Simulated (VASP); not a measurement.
# Bi (Im-3m) in VASP: a series of runs

Runs on Bi. Level: r2SCAN. Tasks: single point.

Everything below comes from runs of VASP 6.6.1. Logs are shortened: lines on timing, memory, paths and dates and some standing lists are left out, and cuts for length are marked.

### Step 1. The cell of the first run

The structure is cubic, space group Im-3m (No. 229). Conventional cell: a = 3.854 Å, b = 3.854 Å, c = 3.854 Å, α = 90.00°, β = 90.00°, γ = 90.00°. Bi (site symmetry m-3m) has 14 Bi at 3.34 to 3.85 Å within 4.4 Å.

### Step 2. Single point, r2SCAN

Contents of POSCAR:

```
Bi
1.0
   -1.9271176505      1.9271176505      1.9271176505
    1.9271176505     -1.9271176505      1.9271176505
    1.9271176505      1.9271176505     -1.9271176505
Bi
1
Direct
    0.0000000000      0.0000000000      0.0000000000
```

Contents of INCAR.step1:

```
PREC = Accurate
ENCUT = 520
ISMEAR = 0
SIGMA = 0.05
LREAL = F
LASPH = T
NELM = 100
NBANDS = 14
GGA = PE
ALGO = Normal
EDIFF = 1E-4
LWAVE = T
LCHARG = F
```

Contents of INCAR.step2:

```
PREC = Accurate
ENCUT = 520
EDIFF = 1E-7
ISMEAR = 0
SIGMA = 0.05
LREAL = F
LASPH = T
NELM = 100
ALGO = Normal
ISIF = 2
LWAVE = F
LCHARG = F
METAGGA = R2SCAN
LMIXTAU = T
NBANDS = 14
ISTART = 1
```

Contents of KPOINTS:

```
regular mesh
0
Gamma
  8 8 8
```

Potentials or basis: VASP PAW PBE potentials, release 64 (Bi_d).

The run is started by

```bash
$ cat potpaw_PBE.64/Bi_d/POTCAR > POTCAR
$ cp INCAR.step1 INCAR
$ mpirun -np 1 vasp_std > vasp.out
$ cp INCAR.step2 INCAR
$ mpirun -np 1 vasp_std > vasp.out
```

OUTCAR:

```text
PREC = Accurate
   ENCUT = 520
   EDIFF = 1E-7
   ISMEAR = 0
   LREAL = F
   LASPH = T
   NELM = 100
   ISIF = 2
   METAGGA = R2SCAN
   ISTART = 1

 ion  position               nearest neighbor table
   1  0.000  0.000  0.000-

  LATTYP: Found a body centered cubic cell.
 ALAT       =     3.8542353010

  Lattice vectors:

 A1 = (  -1.9271176505,   1.9271176505,   1.9271176505)
 A2 = (   1.9271176505,  -1.9271176505,   1.9271176505)
 A3 = (   1.9271176505,   1.9271176505,  -1.9271176505)

Analysis of symmetry for initial positions (statically):
=====================================================================
 Subroutine PRICEL returns:
 Original cell was already a primitive cell.

 Routine SETGRP: Setting up the symmetry group for a
 body centered cubic supercell.

 Subroutine GETGRP returns: Found 48 space group operations
 (whereof 48 operations were pure point group operations)
 out of a pool of 48 trial point group operations.

The static configuration has the point symmetry O_h .

Analysis of symmetry for dynamics (positions and initial velocities):
=====================================================================
 Subroutine PRICEL returns:
 Original cell was already a primitive cell.

 Routine SETGRP: Setting up the symmetry group for a
 body centered cubic supercell.

 Subroutine GETGRP returns: Found 48 space group operations
 (whereof 48 operations were pure point group operations)
 out of a pool of 48 trial point group operations.

The dynamic configuration has the point symmetry O_h .

 Subroutine INISYM returns: Found 48 space group operations
 (whereof 48 operations are pure point group operations),
 and found     1 'primitive' translations

----------------------------------------------------------------------------------------

                                     Primitive cell

  volume of cell :      28.6276

  direct lattice vectors                    reciprocal lattice vectors
    -1.927117651  1.927117651  1.927117651     0.000000000  0.259454839  0.259454839
     1.927117651 -1.927117651  1.927117651     0.259454839  0.000000000  0.259454839
     1.927117651  1.927117651 -1.927117651     0.259454839  0.259454839  0.000000000

  length of vectors
     3.337865683  3.337865683  3.337865683     0.366924552  0.366924552  0.366924552

  position of ions in fractional coordinates (direct lattice)
     0.000000000  0.000000000  0.000000000

  ion indices of the primitive-cell ions
   primitive index   ion index
                 1           1

----------------------------------------------------------------------------------------

 KPOINTS: regular mesh

Automatic generation of k-mesh.
 Grid dimensions read from file:
 generate k-points for:    8    8    8

 Generating k-lattice:

  Cartesian coordinates                     Fractional coordinates (reciprocal lattice)
     0.000000000  0.032431855  0.032431855     0.125000000  0.000000000  0.000000000
     0.032431855  0.000000000  0.032431855     0.000000000  0.125000000  0.000000000
     0.032431855  0.032431855  0.000000000     0.000000000  0.000000000  0.125000000

  Length of vectors
     0.045865569  0.045865569  0.045865569

  Shift w.r.t. Gamma in fractional coordinates (k-lattice)
     0.000000000  0.000000000  0.000000000

 Subroutine IBZKPT returns following result:
 ===========================================

 Found     29 irreducible k-points:

 Following reciprocal coordinates:
            Coordinates               Weight
  0.000000  0.000000  0.000000      1.000000
  0.125000  0.000000  0.000000     12.000000
  0.250000  0.000000  0.000000     12.000000
  0.375000  0.000000  0.000000     12.000000
  0.500000  0.000000  0.000000      6.000000
  0.125000  0.125000  0.000000     24.000000
[... 16 lines left out ...]
 -0.250000  0.250000  0.250000      6.000000
 -0.375000  0.375000  0.250000     24.000000
 [... further k-points ...]
   k-points           NKPTS =     29   k-points in BZ     NKDIM =     29   number of bands    NBANDS=     14
   number of dos      NEDOS =    301   number of ions     NIONS =      1
   total plane-waves  NPLWV =  21952
   dimension x,y,z NGX =    28 NGY =   28 NGZ =   28
   dimension x,y,z NGXF=    56 NGYF=   56 NGZF=   56
   ions per type =               1
   NGX,Y,Z   is equivalent  to a cutoff of  13.95, 13.95, 13.95 a.u.
   NGXF,Y,Z  is equivalent  to a cutoff of  27.89, 27.89, 27.89 a.u.
 SYSTEM =  unknown system
   PREC   = accura    normal or accurate (medium, high low for compatibility)
   ISTART =      1    job   : 0-new  1-cont  2-samecut
   ICHARG =      0    charge: 1-file 2-atom 10-const
   ISPIN  =      1    spin polarized calculation?
   LNONCOLLINEAR =      F non collinear calculations
   LSORBIT =      F    spin-orbit coupling
   LASPH  =      T    aspherical Exc in radial PAW
   ENCUT  =  520.0 eV  38.22 Ry    6.18 a.u.   6.21  6.21  6.21*2*pi/ulx,y,z
   NELM   =    100;   NELMIN=  2; NELMDL=  0     # of ELM steps
   EDIFF  = 0.1E-06   stopping-criterion for ELM
   LREAL  =      F    real-space projection
   EDIFFG = 0.1E-05   stopping-criterion for IOM
   NSW    =      0    number of steps for IOM
   IBRION =     -1    ionic relax: 0-MD 1-quasi-New 2-CG
   NFREE  =      0    steps in history (QN), initial steepest desc. (CG)
   ISIF   =      2    stress and relaxation
   ISYM   =      2    0-nonsym 1-usesym 2-fastsym
   POTIM  = 0.5000    time-step for ionic-motion
   TEBEG  =    0.0;   TEEND  =   0.0 temperature during run
   PSTRESS=    0.0 pullay stress
   NELECT =      15.0000    total number of electrons
   NUPDOWN=      -1.0000    fix difference up-down
   EMIN   =  10.00;   EMAX   =-10.00  energy-range for DOS
   EFERMI =   0.00;   METHOD = LEGACY
   ISMEAR =     0;   SIGMA  =   0.05  broadening in eV -4-tet -1-fermi 0-gaus
   EFERMI_NEDOS =   21; number of points for ismear=-14 and -15
   IALGO  =     38    algorithm
   IMIX   =      4    mixing-type and parameters
     AMIX     =   0.40;   BMIX     =  1.00
     AMIX_MAG =   1.60;   BMIX_MAG =  1.00
  volume/ion in A,a.u.               =      28.63       193.19
  Fermi-wavevector in a.u.,A,eV,Ry     =   1.319807  2.494073 23.699852  1.741890
  Thomas-Fermi vector in A             =   2.449678
   LORBIT       =      0    0 simple, 1 ext, 2 COOP (PROOUT), +10 PAW based schemes
   METAGGA = R2SCAN    functional components
   LHFCALC =     F    Hartree Fock is set to
   AEXX    =    0.0000 exact exchange contribution
   IVDW    =     0    specifies the selected vdW correction
   LEPSILON=     F    determine dielectric tensor
   LRPA    =     F    only Hartree local field effects (RPA)
 non-spin polarized calculation
 Gauss-broadening in eV      SIGMA  =   0.05
  energy-cutoff  :      520.00
  volume of cell :       28.63
 maximum number of plane-waves:       784
 NGX is ok and might be reduce to    28
   NGX = 13   NGY = 13   NGZ = 13

 number of electron      15.0000004 magnetization

 Free energy of the ion-electron system (eV)
  ---------------------------------------------------
  ext. energy  EPLUGINS =         0.00000000
  ---------------------------------------------------
  free energy    TOTEN  =       -58.20160191 eV

  energy without entropy =      -58.19956671  energy(sigma->0) =      -58.20058431

 E-fermi :   8.9065     XC(G=0): -11.5249

 val. band max:        8.9057567609   @ k =  -0.2500   0.3750   0.1250
 cond. band min:       9.2674108976   @ k =   0.3750   0.1250   0.0000
 fundamental gap:      0.3616541367
 Fermi energy:         8.9064864556

 k-point     1 :       0.0000    0.0000    0.0000
  band No.  band energies     occupation
      1     -14.9136      2.00000
      2     -14.9136      2.00000
      3     -14.9136      2.00000
      4     -14.7266      2.00000
      5     -14.7266      2.00000
      6      -5.8418      2.00000
      7      14.9280      0.00000
      8      14.9280      0.00000
      9      14.9280      0.00000
     10      20.2033      0.00000
     11      20.2033      0.00000
     12      20.2033      0.00000
     13      20.2256      0.00000
     14      21.6653      0.00000

 k-point     2 :       0.1250    0.0000    0.0000
  band No.  band energies     occupation
      1     -14.9223      2.00000
      2     -14.9001      2.00000
      3     -14.8700      2.00000
      4     -14.7363      2.00000
      5     -14.7283      2.00000
      6      -5.5094      2.00000
      7      12.2727      0.00000
      8      13.9601      0.00000
      9      14.6122      0.00000
     10      18.4221      0.00000
     11      19.1201      0.00000
     12      19.9723      0.00000
     13      21.6048      0.00000
     14      22.9970      0.00000

 k-point     3 :       0.2500    0.0000    0.0000
  band No.  band energies     occupation
      1     -14.9432      2.00000
      2     -14.8783      2.00000
      3     -14.7634      2.00000
      4     -14.7514      2.00000
      5     -14.7325      2.00000
      6      -4.5335      2.00000
      7       8.2500      2.00000
      8      12.3201      0.00000
      9      13.8500      0.00000
     10      16.9156      0.00000
     11      18.0224      0.00000
     12      20.4572      0.00000
     13      22.4290      0.00000
     14      25.6882      0.00000
[... 324 lines left out ...]
 k-point    23 :      -0.2500    0.2500    0.2500
  band No.  band energies     occupation
      1     -14.8280      2.00000
      2     -14.7964      2.00000
      3     -14.7964      2.00000
      4     -14.7748      2.00000
      5     -14.7718      2.00000
      6      -3.2799      2.00000
      7       8.2714      2.00000
      8       9.8075      0.00000
      9       9.8075      0.00000
     10      14.8779      0.00000
     11      22.0460      0.00000
     12      22.0460      0.00000
     13      22.5258      0.00000
     14      22.8328      0.00000

 k-point    24 :      -0.3750    0.3750    0.2500
  band No.  band energies     occupation
      1     -14.8633      2.00000
      2     -14.8160      2.00000
      3     -14.8017      2.00000
      4     -14.7424      2.00000
      5     -14.6703      2.00000
      6      -1.9208      2.00000
      7       5.9082      2.00000
      8       8.6706      2.00000
      9       9.4999      0.00000
     10      14.7975      0.00000
     11      19.2878      0.00000
     12      21.6327      0.00000
     13      21.8643      0.00000
     14      25.7355      0.00000

 [... further k-points ...]

------------------------ aborting loop because EDIFF is reached ----------------------------------------

  FORCE on cell =-STRESS in cart. coord.  units (eV):
  Direction    XX          YY          ZZ          XY          YZ          ZX
  --------------------------------------------------------------------------------------
  -------------------------------------------------------------------------------------
  Total        0.9988079      0.9988079      0.9988079      0.0000000      0.0000000      0.0000000
  in kB       55.8994948     55.8994948     55.8994948      0.0000000      0.0000000      0.0000000
  external PRESSURE =      55.8994948 kB  Pullay stress =       0.0000000 kB

 VOLUME and BASIS-vectors are now :
 -----------------------------------------------------------------------------
  energy-cutoff  :      520.00
  volume of cell :       28.63
      direct lattice vectors                 reciprocal lattice vectors
    -1.927117651  1.927117651  1.927117651     0.000000000  0.259454839  0.259454839
     1.927117651 -1.927117651  1.927117651     0.259454839  0.000000000  0.259454839
     1.927117651  1.927117651 -1.927117651     0.259454839  0.259454839  0.000000000

 POSITION                                       TOTAL-FORCE (eV/Angst)
 -----------------------------------------------------------------------------------
      0.00000      0.00000      0.00000         0.000000      0.000000      0.000000
 -----------------------------------------------------------------------------------
    total drift:                               -0.000000     -0.000000     -0.000000

  FREE ENERGIE OF THE ION-ELECTRON SYSTEM (eV)
  ---------------------------------------------------
  free  energy   TOTEN  =       -58.2016019131 eV

  energy  without entropy=      -58.1995667063  energy(sigma->0) =      -58.20058431
```

It took 28 s on 1 thread of Intel Xeon 6975P-C (Granite Rapids), shared host; peak memory 0.16 GiB.

What came out:

```
Free energy : -58.2016 eV
Pressure    : 5.6 GPa
```

Caveat: the PAW data sets were made with another functional, which shifts forces and pressure a little; spin-orbit coupling is left out, which moves the levels of the heavy elements.

### Step 3. Single point, r2SCAN

This run uses another cell than the first one, of 29.46 Å³/atom, 1.029 times its volume.

Contents of POSCAR:

```
Bi
1.0
   -1.9455600883      1.9455600883      1.9455600883
    1.9455600883     -1.9455600883      1.9455600883
    1.9455600883      1.9455600883     -1.9455600883
Bi
1
Direct
    0.0000000000      0.0000000000      0.0000000000
```

Contents of INCAR.step1:

```
  PREC = Accurate
  ENCUT = 520
  ISMEAR = 0
  SIGMA = 0.05
  LREAL = False
  LASPH = True
  NELM = 60
  NBANDS = 14
  GGA = PE
  ALGO = Normal
  EDIFF = 1E-4
  LWAVE = True
  LCHARG = False
```

Contents of INCAR.step2:

```
  PREC = Accurate
  ENCUT = 520
  EDIFF = 1E-6
  ISMEAR = 0
  SIGMA = 0.05
  LREAL = False
  LASPH = True
  NELM = 60
  ALGO = Normal
  ISIF = 2
  LWAVE = False
  LCHARG = False
  METAGGA = R2SCAN
  LMIXTAU = True
  NBANDS = 14
  ISTART = 1
```

KPOINTS is that of step 2.

Potentials or basis: VASP PAW PBE potentials, release 64 (Bi_d).

The run is started by

```bash
$ cat potpaw_PBE.64/Bi_d/POTCAR > POTCAR
$ cp INCAR.step1 INCAR
$ mpirun -np 1 vasp_std > vasp.out
$ cp INCAR.step2 INCAR
$ mpirun -np 1 vasp_std > vasp.out
```

Run time: 24 s. Hardware: 1 thread of Intel Xeon 6975P-C (Granite Rapids), shared host; peak memory 0.16 GiB.

It converged, with:

| Quantity | Value |
| --- | --- |
| Free energy | -58.2251 eV |
| Pressure | 3.3 GPa |

Levels at points of the mesh, in eV from the Fermi level:
```csv
k point,band 6,band 7,band 8,band 9,band 10,band 11
"(0.00, 0.00, 0.00)",-14.54,5.77,5.77,5.77,10.88,11.28
"(0.50, 0.00, 0.00)",-10.95,-5.65,1.68,3.88,6.77,8.14
"(0.50, 0.50, 0.50)",-8.37,-2.11,-2.11,-2.11,3.94,3.94
```

Caveat: the PAW data sets were made with another functional, which shifts forces and pressure a little; spin-orbit coupling is left out, which moves the levels of the heavy elements.

### Step 4. Single point, r2SCAN

This run uses another cell than the first one, of 30.29 Å³/atom, 1.058 times its volume.

Contents of POSCAR:

```
Bi
1.0
   -1.9636593611      1.9636593611      1.9636593611
    1.9636593611     -1.9636593611      1.9636593611
    1.9636593611      1.9636593611     -1.9636593611
Bi
1
Direct
    0.0000000000      0.0000000000      0.0000000000
```

Contents of INCAR.step1:

```
SYSTEM = Bi
  ALGO = Normal
  EDIFF = 1E-4
  ENCUT = 520
  GGA = PE
  ISMEAR = 0
  LASPH = .TRUE.
  LCHARG = .FALSE.
  LREAL = .FALSE.
  LWAVE = .TRUE.
  NBANDS = 14
  NELM = 80
  PREC = Accurate
  SIGMA = 0.05
```

Contents of INCAR.step2:

```
SYSTEM = Bi
  ALGO = Normal
  EDIFF = 1E-6
  ENCUT = 520
  ISIF = 2
  ISMEAR = 0
  ISTART = 1
  LASPH = .TRUE.
  LCHARG = .FALSE.
  LMIXTAU = .TRUE.
  LREAL = .FALSE.
  LWAVE = .FALSE.
  METAGGA = R2SCAN
  NBANDS = 14
  NELM = 80
  PREC = Accurate
  SIGMA = 0.05
```

Contents of KPOINTS:

```
k-points
0
G
  8 8 8
  0 0 0
```

The run is started by

```bash
$ cat potpaw_PBE.64/Bi_d/POTCAR > POTCAR
$ cp INCAR.step1 INCAR
$ mpirun -np 1 vasp_std > vasp.out
$ cp INCAR.step2 INCAR
$ mpirun -np 1 vasp_std > vasp.out
```

Run time: 25 s. Hardware: 1 thread of Intel Xeon 6975P-C (Granite Rapids), shared host; peak memory 0.16 GiB.

The run converged. Its results:

| Quantity | Value |
| --- | --- |
| Free energy | -58.2379 eV |
| Pressure | 1.4 GPa |

Levels at points of the mesh, in eV from the Fermi level:
| k point | band 5 | band 6 | band 7 | band 8 | band 9 | band 10 | band 11 | band 12 |
| --- | --- | --- | --- | --- | --- | --- | --- | --- |
| (0.00, 0.00, 0.00) | -23.64 | -14.34 | 5.53 | 5.53 | 5.53 | 10.47 | 11.27 | 11.27 |
| (0.50, 0.00, 0.00) | -23.54 | -10.93 | -5.49 | 1.60 | 3.78 | 6.65 | 8.05 | 13.43 |
| (0.50, 0.50, 0.50) | -23.56 | -8.49 | -2.06 | -2.06 | -2.06 | 3.96 | 3.96 | 16.30 |

Caveat: the PAW data sets were made with another functional, which shifts forces and pressure a little; spin-orbit coupling is left out, which moves the levels of the heavy elements.

(Continued in part 2 of 2.)
